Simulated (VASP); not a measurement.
Set up this calculation in VASP 6.6.1, as the native input.

```
Task                   : single point
Functional             : PBE
Potentials or basis    : VASP PAW PBE potentials, release 64 (Co, Ti_sv)
Cutoff                 : 520 eV
k mesh                 : 9 × 9 × 9
Occupations            : gaussian, width 0.022 eV
Spin                   : collinear spin, ferromagnetic start
Starting moments       : [2.0, 1.0] μB
Dipole correction      : no
Further INCAR settings : ALGO = Normal; EDIFF = 1e-06; NBANDS = 22
```

The structure of TiCo lies in POSCAR:

```
TiCo
1.0
    2.9861109900      0.0000000000      0.0000000000
    0.0000000000      2.9861109900      0.0000000000
    0.0000000000      0.0000000000      2.9861109900
Co Ti
1 1
Direct
    0.5000000000      0.5000000000      0.5000000000
    0.0000000000      0.0000000000      0.0000000000
```

One way to write it, as run:

INCAR

```
PREC = Accurate
ENCUT = 520
EDIFF = 1E-6
ISMEAR = 0
SIGMA = 0.022
LREAL = False
LASPH = True
NELM = 150
ALGO = Normal
ISIF = 2
LWAVE = False
LCHARG = False
ISPIN = 2
MAGMOM = 2 1
LORBIT = 11
LMAXMIX = 4
GGA = PE
NBANDS = 22
```

KPOINTS

```
regular mesh
0
Gamma
  9 9 9
```

Potentials or basis: VASP PAW PBE potentials, release 64 (Co, Ti_sv).

The run is started by

```bash
$ cat potpaw_PBE.64/Co/POTCAR potpaw_PBE.64/Ti_sv/POTCAR > POTCAR
$ mpirun -np 1 vasp_std > vasp.out
```

It gave:

```
Pressure                                              : -0.8 GPa
Net moment                                            : 0.84 μB per cell
Site moments                                          : Co +0.92; Ti -0.03 μB
Valence electrons inside the program's atomic spheres : Co 8.29; Ti 10.29
```

Wall time 16 s on 1 thread of Intel(R) Xeon(R) 6975P-C (Granite Rapids), on a shared host, peak memory 0.17 GiB.
